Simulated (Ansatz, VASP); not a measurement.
HfN in VASP and in Ansatz

```
CELL_PARAMETERS angstrom
0.00000 2.23577 2.23577
2.23577 0.00000 2.23577
2.23577 2.23577 0.00000
ATOMIC_POSITIONS crystal
Hf 0.00000 0.00000 0.00000
N 0.50000 0.50000 0.50000
```

Alike in both runs: functional LDA; k mesh 8 × 8 × 8; occupations gaussian, width 0.1 eV; no spin polarisation.

Ansatz relaxed the structure, and its values are those at the end. VASP's run is a single point on that final structure, the one shown.

|  | VASP | Ansatz |
| --- | --- | --- |
| version | VASP 6.6.1 | Ansatz 0.2.0 |
| potentials or method | VASP PAW LDA potentials, release 64 (Hf_pv, N), cutoff 600 eV | scalar-relativistic, plane waves, PAW |
| valence electrons in the cell | 15 | 31 |

```csv
,VASP,Ansatz,Ansatz less VASP
gap on the k mesh at the Fermi level (eV),none,none,-
pressure (GPa),-1.7,-0.4,+1.30
```

LDA's correlation is that of Perdew and Zunger in VASP and of Perdew and Wang (1992) in Ansatz. A gap of «none» marks a metal or a gap that the smearing closes. VASP's potentials hold 15 valence electrons a cell and Ansatz's 31, so a difference there can come from the potentials and not from the codes.

Spin-orbit coupling is off throughout.
